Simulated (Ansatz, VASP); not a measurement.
**Li12NO in VASP and in Ansatz**

Contents of INCAR:

```
SYSTEM = Li12NO
ALGO = Normal
DIPOL = 0.5 0.5 0.307
EDIFF = 1E-6
ENCUT = 520
GGA = PE
IDIPOL = 3
ISIF = 2
ISMEAR = 0
ISPIN = 2
KPAR = 4
LASPH = .True.
LCHARG = .True.
LDIPOL = .True.
LORBIT = 11
LREAL = .False.
LVACPOTAV = .True.
LVHAR = .True.
LWAVE = .False.
MAGMOM = 0 0 0 0 0 0 0 0 0 0 0 0 1 0
NBANDS = 40
NELM = 150
PREC = Accurate
SIGMA = 0.1
```

File KPOINTS:

```
k-points
0
Gamma
  5 5 1
  0 0 0
```

File POSCAR:

```
Li12NO
1.0
    5.9451735978      0.0000000000      0.0000000000
   -1.9817245326      5.6051634218      0.0000000000
    0.0000000000      0.0000000000     22.6831262891
Li N O
12 1 1
Direct
    0.2500000000      0.2500000000      0.1763425354
    0.2500000000      0.7500000000      0.1763425354
    0.7500000000      0.2500000000      0.1763425354
    0.7500000000      0.7500000000      0.1763425354
    0.0000000000      0.0000000000      0.2794233694
    0.0000000000      0.5000000000      0.2794233694
    0.5000000000      0.0000000000      0.2794233694
    0.5000000000      0.5000000000      0.2794233694
    0.2500000000      0.2500000000      0.3828011262
    0.2500000000      0.7500000000      0.3828011262
    0.7500000000      0.2500000000      0.3828011262
    0.7500000000      0.7500000000      0.3828011262
    0.9166666667      0.5833333333      0.4515747150
    1.0382105480      0.7048772146      0.4883591507
```

Input for Ansatz:

```yaml
crystal:
  lattice:
    - [5.9451735978, 0.0, 0.0]
    - [-1.9817245326, 5.6051634218, 0.0]
    - [0.0, 0.0, 22.6831262891]
  atoms:
    - { symbol: Li, position: [0.25, 0.25, 0.1763425354] }
    - { symbol: Li, position: [0.25, 0.75, 0.1763425354] }
    - { symbol: Li, position: [0.75, 0.25, 0.1763425354] }
    - { symbol: Li, position: [0.75, 0.75, 0.1763425354] }
    - { symbol: Li, position: [0.0, 0.0, 0.2794233694] }
    - { symbol: Li, position: [0.0, 0.5, 0.2794233694] }
    - { symbol: Li, position: [0.5, 0.0, 0.2794233694] }
    - { symbol: Li, position: [0.5, 0.5, 0.2794233694] }
    - { symbol: Li, position: [0.25, 0.25, 0.3828011262] }
    - { symbol: Li, position: [0.25, 0.75, 0.3828011262] }
    - { symbol: Li, position: [0.75, 0.25, 0.3828011262] }
    - { symbol: Li, position: [0.75, 0.75, 0.3828011262] }
    - { symbol: "N", position: [0.9166666667, 0.5833333333, 0.451574715], spin: 1.0 }
    - { symbol: O, position: [1.038210548, 0.7048772146, 0.4883591507] }
basis:
  ecutwfc: 420
kpoints:
  mp_grid: { grid: [5, 5, 1] }
hamiltonian:
  xc: pbe
scf:
  occupations: { method: gaussian, width: 0.1 }
output:
  forces: true
  eigenvalues: true
  populations: true
magnetization:
  spin_polarized: true
efield:
  axis: 3
  dipole_correction: true
  ramp_width: 0.04
```

Alike in both runs: task single point; functional PBE; k mesh 5 × 5 × 1; occupations gaussian, width 0.1 eV; collinear spin.

```csv
,VASP,Ansatz
version,VASP 6.6.1,Ansatz 0.2.0
potentials or method,"VASP PAW PBE potentials, release 64 (Li_sv, N, O), cutoff 520 eV","scalar-relativistic, plane waves, PAW"
valence electrons in the cell,47,47
```

```tsv
	VASP	Ansatz	Ansatz less VASP
gap on the k mesh at the Fermi level (eV)	none	none	-
rms of the force components (eV/Å)	1.023	0.784	-0.2384
net moment per atom (μB)	0.11	0.11	0.000
size of the moment on the site where the two differ most (μB)	0.54	0.30	-0.240
work function, face that differs most (eV)	4.23	4.21	-0.014
```

Site moments also hang on the region over which each program counts them. Atom by atom the forces differ by 0.243 eV/Å (rms over components). A gap of «none» marks a metal or a gap that the smearing closes. With one functional, cell and mesh, what is left measures potentials, basis and numerics.

Noted on VASP's run: the cutoff is short for stress, so the pressure is rough; the standard files for N, O and F lose accuracy on very short bonds.
